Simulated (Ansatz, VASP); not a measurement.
Ge: VASP beside Ansatz

```
Ge
1.0
    -0.07482    2.84716    2.84716
     2.84716   -0.07482    2.84716
     2.84716    2.84716   -0.07482
Ge
2
Direct
  0.99841 0.99841 0.99841
  0.25159 0.25159 0.25159
```

Change from the starting cell: epitaxial_111 strain +3.0%.

Alike in both runs: task single point; functional r2SCAN; k mesh 8 × 8 × 8; occupations fermi-dirac, width 0.02 eV; non-collinear spin, spin-orbit coupling.

|  | VASP | Ansatz |
| --- | --- | --- |
| version | VASP 6.6.1 | Ansatz 0.2.0 |
| potentials or method | VASP PAW PBE potentials, release 64 (Ge_d) | plane waves, PAW |
| plane-wave cutoff (eV) | 520 | 500 |
| valence electrons in the cell | 28 | 28 |

```csv
,VASP,Ansatz,Ansatz less VASP
pressure (GPa),-3.0,-3.0,-0.01
"traceless stress, the component that is largest in VASP (GPa)",1.47,1.47,0.000
net moment per atom (μB),0.00,0.00,0.000
```

VASP's potentials were made for PBE, not for r2SCAN.
